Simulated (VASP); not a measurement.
## Si (a cell with a defect): relaxation of the atoms with PBE

Si (a cell with a defect):

```
Si
1.0
     0.00000    5.43000    5.43000
     5.43000    0.00000    5.43000
     5.43000    5.43000    0.00000
Si
17
Direct
  0.00000 0.00000 0.00000
  0.12500 0.12500 0.12500
  0.00000 0.00000 0.50000
  0.12500 0.12500 0.62500
  0.00000 0.50000 0.00000
  0.12500 0.62500 0.12500
  0.00000 0.50000 0.50000
  0.12500 0.62500 0.62500
  0.50000 0.00000 0.00000
  0.62500 0.12500 0.12500
  0.50000 0.00000 0.50000
  0.62500 0.12500 0.62500
  0.50000 0.50000 0.00000
  0.62500 0.62500 0.12500
  0.50000 0.50000 0.50000
  0.62500 0.62500 0.62500
  0.37767 0.87128 0.37402
```

| Property | Result |
| --- | --- |
| Program | VASP 6.6.1 |
| Task | relaxation of the atoms |
| Functional | PBE |
| Potentials or basis | VASP PAW PBE potentials, release 64 (Si) |
| Cutoff | 520 eV |
| k mesh | 2 × 2 × 2 |
| Occupations | gaussian, width 0.02 eV |
| Spin | no spin polarisation |
| Dipole correction | no |
| Further INCAR settings | LREAL = Auto; ALGO = Normal; EDIFF = 1e-06; IBRION = 2; EDIFFG = -0.03; NSW = 80 |

The energy gained by relaxing is 7.2 meV/atom. The ionic steps are 6. The pressure after relaxing is 5.4 GPa. The largest force after relaxing is 0.016 eV/Å and the band gap on the k mesh is zero (bands 34 and 35 overlap by 0.25 eV).

Forces in eV/Å, atoms in the order of the input:
```
Si  -0.001  0.002 -0.002
Si  -0.002  0.003  0.004
Si   0.001 -0.005 -0.008
Si  -0.003  0.000  0.001
Si   0.000 -0.003 -0.002
Si   0.001  0.000  0.000
Si   0.001 -0.001  0.001
Si  -0.005  0.006  0.004
Si  -0.007  0.002 -0.001
Si  -0.001 -0.004 -0.003
Si   0.001  0.008  0.005
Si   0.003 -0.001  0.001
Si  -0.001  0.002  0.003
Si   0.006  0.002 -0.002
Si  -0.002 -0.003  0.003
Si  -0.004 -0.004 -0.006
Si   0.015 -0.005  0.003
```

Step by step:
```
step  energy change (eV)  largest force (eV/Å)  pressure (GPa)
   1              0.0000                1.0148            5.83
   2             -0.1192                0.1137            5.36
   3             -0.1199                0.1305            5.34
   4             -0.1218                0.0423            5.34
   5             -0.1220                0.0513            5.34
   6             -0.1223                0.0158            5.35
```

Final structure:
```yaml
crystal:
  lattice:
    - [0.00000, 5.43000, 5.43000]
    - [5.43000, 0.00000, 5.43000]
    - [5.43000, 5.43000, 0.00000]
  atoms:
    - { symbol: Si, position: [0.00047, 0.99871, 0.00038] }
    - { symbol: Si, position: [0.12206, 0.12796, 0.12196] }
    - { symbol: Si, position: [0.99423, 0.00195, 0.50192] }
    - { symbol: Si, position: [0.12206, 0.12794, 0.62796] }
    - { symbol: Si, position: [0.00055, 0.50040, 0.00045] }
    - { symbol: Si, position: [0.12498, 0.62503, 0.12501] }
    - { symbol: Si, position: [0.00050, 0.50036, 0.49866] }
    - { symbol: Si, position: [0.12206, 0.62189, 0.62801] }
    - { symbol: Si, position: [0.50217, 0.00226, 0.99338] }
    - { symbol: Si, position: [0.62803, 0.12797, 0.12196] }
    - { symbol: Si, position: [0.50194, 0.00200, 0.50197] }
    - { symbol: Si, position: [0.62562, 0.12414, 0.62478] }
    - { symbol: Si, position: [0.49859, 0.50040, 0.00046] }
    - { symbol: Si, position: [0.62808, 0.62188, 0.12196] }
    - { symbol: Si, position: [0.50240, 0.49273, 0.50247] }
    - { symbol: Si, position: [0.62805, 0.62189, 0.62801] }
    - { symbol: Si, position: [0.37589, 0.87378, 0.37466] }
```

Levels at points of the mesh, in eV from the Fermi level:
```tsv
k point	band 30	band 31	band 32	band 33	band 34	band 35	band 36	band 37	band 38	band 39
(0.00, 0.00, 0.00)	-1.76	-0.83	-0.83	-0.83	-0.25	-0.25	-0.24	0.08	0.08	0.40
(0.50, 0.00, 0.00)	-1.59	-1.58	-1.44	-1.44	-0.35	0.52	0.53	0.89	0.89	1.28
(0.00, 0.50, 0.00)	-1.59	-1.59	-1.44	-1.44	-0.35	0.53	0.53	0.89	0.89	1.28
(0.00, 0.00, 0.50)	-1.59	-1.58	-1.44	-1.44	-0.35	0.52	0.53	0.89	0.89	1.28
(0.50, 0.50, 0.50)	-1.59	-1.58	-1.44	-1.44	-0.35	0.52	0.53	0.89	0.89	1.28
(0.50, 0.50, 0.00)	-2.03	-2.03	-1.90	-1.00	0.01	0.71	1.02	1.02	1.14	1.89
(0.00, 0.50, 0.50)	-2.03	-2.03	-1.90	-1.00	0.01	0.71	1.01	1.02	1.14	1.89
(0.50, 0.00, 0.50)	-2.03	-2.03	-1.90	-1.00	0.01	0.71	1.02	1.02	1.14	1.89
```

It took 6.1 min on 1 thread of Intel(R) Xeon(R) 6975P-C (Granite Rapids), on a shared host, peak memory 0.53 GiB.

Caveat: the k points lie up to 0.50 Å⁻¹ apart.
